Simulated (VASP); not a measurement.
# LiH3 (P6/mmm) in VASP: relaxation of cell and atoms with PBE

Aim: the relaxation of cell and atoms of LiH3 with PBE.

All numbers are computed with VASP 6.6.1; they aren't measurements. Logs are shortened: lines on timing, memory, paths and dates and some standing lists are left out, and cuts for length are marked.

## Step 1: The cell of the first run

The structure is hexagonal, space group P6/mmm (No. 191). The conventional cell has a = 4.157 Å, b = 4.157 Å, c = 5.389 Å, α = 90.00°, β = 90.00°, γ = 120.00°. Li (site symmetry 6/mmm) has 2 H at 1.69 Å within 2.2 Å. Within 1.4 Å of H (site symmetry 6mm) lie 1 H at 1.00 Å. H (site symmetry 6/mmm) has 2 H at 1.00 Å within 1.4 Å.

The cell was generated, and may not be a known phase.

## Step 2: Relaxation of cell and atoms, PBE

INCAR reads:

```
SYSTEM = LiH3
PREC     = Accurate       ! precision mode
ENCUT    = 1230           ! plane-wave cutoff, eV
EDIFF    = 1E-7           ! SCF threshold, eV
ISMEAR   = 0              ! smearing method
SIGMA    = 0.02           ! smearing width, eV
LREAL    = .False.        ! projectors in reciprocal space
LASPH    = .True.         ! aspherical terms in the spheres
NELM     = 120            ! most SCF steps
ALGO     = Normal         ! electronic algorithm
ISIF     = 3              ! what is computed and relaxed
LWAVE    = .False.        ! write WAVECAR
LCHARG   = .False.        ! write CHGCAR
GGA      = PE             ! functional
IBRION   = 2              ! ionic algorithm
NSW      = 100            ! ionic steps
EDIFFG   = -0.01          ! ionic threshold
GGA_COMPAT= .False.      
NELMIN   = 4
```

KPOINTS reads:

```
regular mesh
0
Gamma
  6 6 6
  0 0 0
```

POSCAR reads:

```
LiH3
1.0
    4.1565961080      0.0000000000      0.0000000000
   -2.0782980540      3.5997178228      0.0000000000
    0.0000000000      0.0000000000      5.3888705747
Li H
1 3
Direct
    0.0000000000      0.0000000000      0.5000000000
    0.0000000000      0.0000000000      0.8136100111
    0.0000000000      0.0000000000      0.1863899889
    0.0000000000      0.0000000000      0.0000000000
```

Potentials or basis: VASP PAW PBE potentials, release 64 (Li_sv, H_h).

Started as:

```sh
cat potpaw_PBE.64/Li_sv/POTCAR potpaw_PBE.64/H_h/POTCAR > POTCAR
mpirun -np 1 vasp_std > vasp.out
```

OUTCAR:

```text
SYSTEM = LiH3
   PREC = Accurate
   ENCUT = 1230
   EDIFF = 1E-7
   ISMEAR = 0
   LREAL = .False.
   LASPH = .True.
   NELM = 120
   ISIF = 3
   GGA = PE
   IBRION = 2
   NSW = 100
   EDIFFG = -0.01
   NELMIN = 4

 ion  position               nearest neighbor table
   1  0.000  0.000  0.500-   2 1.69   3 1.69
   2  0.000  0.000  0.814-   1 1.69
   3  0.000  0.000  0.186-   1 1.69
   4  0.000  0.000  0.000-

  LATTYP: Found a hexagonal cell.
 ALAT       =     4.1565961080
 C/A-ratio  =     1.2964624021

  Lattice vectors:

 A1 = (   4.1565961080,   0.0000000000,   0.0000000000)
 A2 = (  -2.0782980540,   3.5997178228,   0.0000000000)
 A3 = (   0.0000000000,   0.0000000000,   5.3888705747)

Analysis of symmetry for initial positions (statically):
=====================================================================
 Subroutine PRICEL returns:
 Original cell was already a primitive cell.

 Routine SETGRP: Setting up the symmetry group for a
 hexagonal supercell.

 Subroutine GETGRP returns: Found 24 space group operations
 (whereof 24 operations were pure point group operations)
 out of a pool of 24 trial point group operations.

The static configuration has the point symmetry D_6h.

Analysis of symmetry for dynamics (positions and initial velocities):
=====================================================================
 Subroutine PRICEL returns:
 Original cell was already a primitive cell.

 Routine SETGRP: Setting up the symmetry group for a
 hexagonal supercell.

 Subroutine GETGRP returns: Found 24 space group operations
 (whereof 24 operations were pure point group operations)
 out of a pool of 24 trial point group operations.

The dynamic configuration has the point symmetry D_6h.

 Subroutine INISYM returns: Found 24 space group operations
 (whereof 24 operations are pure point group operations),
 and found     1 'primitive' translations

----------------------------------------------------------------------------------------

                                     Primitive cell

  volume of cell :      80.6314

  direct lattice vectors                    reciprocal lattice vectors
     4.156596108  0.000000000  0.000000000     0.240581470  0.138899776  0.000000000
    -2.078298054  3.599717823  0.000000000     0.000000000  0.277799552  0.000000000
     0.000000000  0.000000000  5.388870575     0.000000000  0.000000000  0.185567641

  length of vectors
     4.156596108  4.156596108  5.388870575     0.277799552  0.277799552  0.185567641

  position of ions in fractional coordinates (direct lattice)
     0.000000000  0.000000000  0.500000000
     0.000000000  0.000000000  0.813610011
     0.000000000  0.000000000  0.186389989
     0.000000000  0.000000000  0.000000000

  ion indices of the primitive-cell ions
   primitive index   ion index
                 1           1
                 2           2
                 3           3
                 4           4

----------------------------------------------------------------------------------------

 KPOINTS: regular mesh

Automatic generation of k-mesh.
 Grid dimensions read from file:
 generate k-points for:    6    6    6

 Generating k-lattice:

  Cartesian coordinates                     Fractional coordinates (reciprocal lattice)
     0.040096912  0.023149963  0.000000000     0.166666667  0.000000000  0.000000000
     0.000000000  0.046299925  0.000000000     0.000000000  0.166666667  0.000000000
     0.000000000  0.000000000  0.030927940     0.000000000  0.000000000  0.166666667

  Length of vectors
     0.046299925  0.046299925  0.030927940

  Shift w.r.t. Gamma in fractional coordinates (k-lattice)
     0.000000000  0.000000000  0.000000000

 Subroutine IBZKPT returns following result:
 ===========================================

 Found     28 irreducible k-points:

 Following reciprocal coordinates:
            Coordinates               Weight
  0.000000  0.000000  0.000000      1.000000
  0.166667  0.000000  0.000000      6.000000
  0.333333  0.000000  0.000000      6.000000
  0.500000  0.000000  0.000000      3.000000
  0.166667  0.166667  0.000000      6.000000
  0.333333  0.166667  0.000000     12.000000
[... 16 lines left out ...]
  0.166667  0.000000  0.500000      6.000000
  0.333333  0.000000  0.500000      6.000000
 [... further k-points ...]
   k-points           NKPTS =     28   k-points in BZ     NKDIM =     28   number of bands    NBANDS=      7
   number of dos      NEDOS =    301   number of ions     NIONS =      4
   total plane-waves  NPLWV = 147456
   dimension x,y,z NGX =    48 NGY =   48 NGZ =   64
   dimension x,y,z NGXF=    96 NGYF=   96 NGZF=  128
   ions per type =               1   3
   NGX,Y,Z   is equivalent  to a cutoff of  19.20, 19.20, 19.74 a.u.
   NGXF,Y,Z  is equivalent  to a cutoff of  38.40, 38.40, 39.49 a.u.
 SYSTEM =  LiH3
   PREC   = accura    normal or accurate (medium, high low for compatibility)
   ISTART =      0    job   : 0-new  1-cont  2-samecut
   ICHARG =      2    charge: 1-file 2-atom 10-const
   ISPIN  =      1    spin polarized calculation?
   LNONCOLLINEAR =      F non collinear calculations
   LSORBIT =      F    spin-orbit coupling
   LASPH  =      T    aspherical Exc in radial PAW
   ENCUT  = 1230.0 eV  90.40 Ry    9.51 a.u.  11.89 11.89 15.41*2*pi/ulx,y,z
   NELM   =    120;   NELMIN=  4; NELMDL= -5     # of ELM steps
   EDIFF  = 0.1E-06   stopping-criterion for ELM
   LREAL  =      F    real-space projection
   EDIFFG = -.1E-01   stopping-criterion for IOM
   NSW    =    100    number of steps for IOM
   IBRION =      2    ionic relax: 0-MD 1-quasi-New 2-CG
   NFREE  =      1    steps in history (QN), initial steepest desc. (CG)
   ISIF   =      3    stress and relaxation
   ISYM   =      2    0-nonsym 1-usesym 2-fastsym
   POTIM  = 0.5000    time-step for ionic-motion
   TEBEG  =    0.0;   TEEND  =   0.0 temperature during run
   PSTRESS=    0.0 pullay stress
   NELECT =       6.0000    total number of electrons
   NUPDOWN=      -1.0000    fix difference up-down
   EMIN   =  10.00;   EMAX   =-10.00  energy-range for DOS
   EFERMI =   0.00;   METHOD = LEGACY
   ISMEAR =     0;   SIGMA  =   0.02  broadening in eV -4-tet -1-fermi 0-gaus
   EFERMI_NEDOS =   21; number of points for ismear=-14 and -15
   IALGO  =     38    algorithm
   IMIX   =      4    mixing-type and parameters
     AMIX     =   0.40;   BMIX     =  1.00
     AMIX_MAG =   1.60;   BMIX_MAG =  1.00
  volume/ion in A,a.u.               =      20.16       136.03
  Fermi-wavevector in a.u.,A,eV,Ry     =   0.688584  1.301236  6.451183  0.474149
  Thomas-Fermi vector in A             =   1.769426
   LORBIT       =      0    0 simple, 1 ext, 2 COOP (PROOUT), +10 PAW based schemes
   GGA     = PE    functional components
   LHFCALC =     F    Hartree Fock is set to
   AEXX    =    0.0000 exact exchange contribution
   IVDW    =     0    specifies the selected vdW correction
   LEPSILON=     F    determine dielectric tensor
   LRPA    =     F    only Hartree local field effects (RPA)
 conjugate gradient relaxation of ions
 non-spin polarized calculation
 Gauss-broadening in eV      SIGMA  =   0.02
  energy-cutoff  :     1230.00
  volume of cell :       80.63
 maximum number of plane-waves:      7932
 NGX is ok and might be reduce to    48
   NGX = 23   NGY = 23   NGZ = 31

--------------------------------------- Ionic step        1  -------------------------------------------

 number of electron       5.9999999 magnetization

 Free energy of the ion-electron system (eV)
  ---------------------------------------------------
  ext. energy  EPLUGINS =         0.00000000
  ---------------------------------------------------
  free energy    TOTEN  =       -11.04579874 eV

  energy without entropy =      -11.04579874  energy(sigma->0) =      -11.04579874

------------------------ aborting loop because EDIFF is reached ----------------------------------------

  FORCE on cell =-STRESS in cart. coord.  units (eV):
  Direction    XX          YY          ZZ          XY          YZ          ZX
  --------------------------------------------------------------------------------------
  -------------------------------------------------------------------------------------
  Total        0.1502293      0.1502293     -0.0218504      0.0000000     -0.0000000     -0.0000000
  in kB        2.9851159      2.9851159     -0.4341765      0.0000000     -0.0000000     -0.0000000
  external PRESSURE =       1.8453518 kB  Pullay stress =       0.0000000 kB
[... 95 lines left out ...]
  FREE ENERGIE OF THE ION-ELECTRON SYSTEM (eV)
  ---------------------------------------------------
  free  energy   TOTEN  =       -11.0476749379 eV

  energy  without entropy=      -11.0476749379  energy(sigma->0) =      -11.04767494

[... ionic steps 4 to 30 ...]

--------------------------------------- Ionic step       31  -------------------------------------------

 number of electron       6.0000002 magnetization

------------------------ aborting loop because EDIFF is reached ----------------------------------------

  FORCE on cell =-STRESS in cart. coord.  units (eV):
  Direction    XX          YY          ZZ          XY          YZ          ZX
  --------------------------------------------------------------------------------------
  -------------------------------------------------------------------------------------
  Total       -0.0040333     -0.0040333     -0.0721388      0.0000000      0.0000000      0.0000000
  in kB       -0.0519432     -0.0519432     -0.9290535      0.0000000      0.0000000      0.0000000
  external PRESSURE =      -0.3443133 kB  Pullay stress =       0.0000000 kB
[... 61 lines left out ...]
  energy  without entropy=      -11.0762449520  energy(sigma->0) =      -11.07624495

--------------------------------------- Ionic step       33  -------------------------------------------

 number of electron       6.0000002 magnetization

 Free energy of the ion-electron system (eV)
  ---------------------------------------------------
  ext. energy  EPLUGINS =         0.00000000
  ---------------------------------------------------
  free energy    TOTEN  =       -11.07625859 eV

  energy without entropy =      -11.07625859  energy(sigma->0) =      -11.07625859

 E-fermi :  -3.8699     XC(G=0):  -3.6185

 val. band max:       -3.9765781295   @ k =   0.3333   0.3333   0.0000
 cond. band min:      -1.0070468511   @ k =   0.0000   0.0000   0.0000
 fundamental gap:      2.9695312784
 Fermi energy:        -3.8699366673

 k-point     1 :       0.0000    0.0000    0.0000
  band No.  band energies     occupation
      1     -49.2832      2.00000
      2      -9.2113      2.00000
      3      -4.0716      2.00000
      4      -1.0070      0.00000
      5       2.5335      0.00000
      6       2.5335      0.00000
      7       3.2014      0.00000
[... 221 lines left out ...]
 k-point    24 :       0.3333    0.0000    0.5000
  band No.  band energies     occupation
      1     -49.2832      2.00000
      2      -9.2034      2.00000
      3      -4.1225      2.00000
      4       0.4455      0.00000
      5       1.4246      0.00000
      6       2.5707      0.00000
      7       2.9517      0.00000

 [... further k-points ...]
[... 5 lines left out ...]
  --------------------------------------------------------------------------------------
  -------------------------------------------------------------------------------------
  Total       -0.0049109     -0.0049109     -0.0024854      0.0000000     -0.0000000      0.0000000
  in kB       -0.0633131     -0.0633131     -0.0320422      0.0000000     -0.0000000      0.0000000
  external PRESSURE =      -0.0528895 kB  Pullay stress =       0.0000000 kB
[... 19 lines left out ...]
  FREE ENERGIE OF THE ION-ELECTRON SYSTEM (eV)
  ---------------------------------------------------
  free  energy   TOTEN  =       -11.0762585852 eV

  energy  without entropy=      -11.0762585852  energy(sigma->0) =      -11.07625859

 reached required accuracy - stopping structural energy minimisation
```

Run time: 9.9 min. Hardware: 1 thread of Intel Xeon 6975P-C (Granite Rapids), shared host; peak memory 0.42 GiB.

What came out:

* Free energy: -11.0763 eV
* Relaxed volume: 31.07 Å³/atom
* Relaxed cell: a = 5.145 Å, b = 5.145 Å, c = 5.422 Å, α = 90.00°, β = 90.00°, γ = 120.00°
* Space group after relaxing (to 0.1 Å): P6/mmm (No. 191)
* Energy gained by relaxing: 7.6 meV/atom
* Ionic steps: 33
* Pressure after relaxing: 0.0 GPa
* Band gap on the k mesh: 2.97 eV (least direct gap 3.06 eV)

Step by step:
| step | energy change (eV) | largest force (eV/Å) | pressure (GPa) | volume (Å³) |
| --- | --- | --- | --- | --- |
| 1 | 0.0000 | 0.0252 | 0.18 | 80.63 |
| 2 | -0.0006 | 0.0033 | 0.20 | 80.90 |
| 3 | -0.0019 | 0.0634 | 0.26 | 81.72 |
| 4 | -0.0025 | 0.2002 | 0.37 | 83.36 |
| 5 | -0.0027 | 0.2007 | 0.37 | 83.46 |
| 6 | -0.0031 | 0.2024 | 0.37 | 83.75 |
| 7 | -0.0039 | 0.2059 | 0.36 | 84.34 |
| 8 | -0.0055 | 0.2126 | 0.34 | 85.52 |
| 9 | -0.0083 | 0.2260 | 0.31 | 87.91 |
| 10 | -0.0131 | 0.2521 | 0.26 | 92.79 |
| 11 | -0.0191 | 0.3020 | 0.16 | 102.98 |
| 12 | -0.0254 | 0.0057 | -0.05 | 105.61 |
| 13 | -0.0254 | 0.0125 | -0.07 | 105.78 |
| 14 | -0.0262 | 0.0278 | -0.01 | 106.06 |
| 15 | -0.0265 | 0.0493 | 0.07 | 106.44 |
| 16 | -0.0268 | 0.0024 | 0.10 | 106.84 |
| 17 | -0.0269 | 0.0213 | 0.12 | 107.04 |
| 18 | -0.0272 | 0.0241 | 0.09 | 107.58 |
| 19 | -0.0276 | 0.0304 | 0.04 | 108.81 |
| 20 | -0.0274 | 0.0420 | -0.07 | 111.29 |
| 21 | -0.0277 | 0.0350 | 0.00 | 109.72 |
| 22 | -0.0280 | 0.0129 | -0.02 | 110.47 |
| 23 | -0.0286 | 0.0528 | -0.05 | 112.75 |
| 24 | -0.0289 | 0.0447 | -0.03 | 113.17 |
| 25 | -0.0295 | 0.0202 | 0.02 | 114.45 |
| 26 | -0.0294 | 0.0298 | 0.13 | 117.02 |
| 27 | -0.0296 | 0.0027 | 0.08 | 115.64 |
| 28 | -0.0298 | 0.0041 | 0.07 | 116.47 |
| 29 | -0.0302 | 0.0082 | 0.06 | 118.97 |
| 30 | -0.0303 | 0.0161 | 0.04 | 124.05 |
| 31 | -0.0304 | 0.0349 | -0.03 | 124.41 |
| 32 | -0.0304 | 0.0106 | 0.00 | 124.23 |
| 33 | -0.0305 | 0.0012 | -0.01 | 124.27 |

Final structure:
```yaml
crystal:
  lattice:
    - [5.14453, 0.00000, 0.00000]
    - [-2.57226, 4.45529, 0.00000]
    - [0.00000, 0.00000, 5.42194]
  atoms:
    - { symbol: Li, position: [0.00000, 0.00000, 0.50000] }
    - { symbol: H, position: [0.00000, 0.00000, 0.81416] }
    - { symbol: H, position: [0.00000, 0.00000, 0.18584] }
    - { symbol: H, position: [0.00000, 0.00000, 0.00000] }
```

Caveat: the volume moved by over 15 % at a fixed basis, so the end points are rough. A k mesh can miss the band edges.
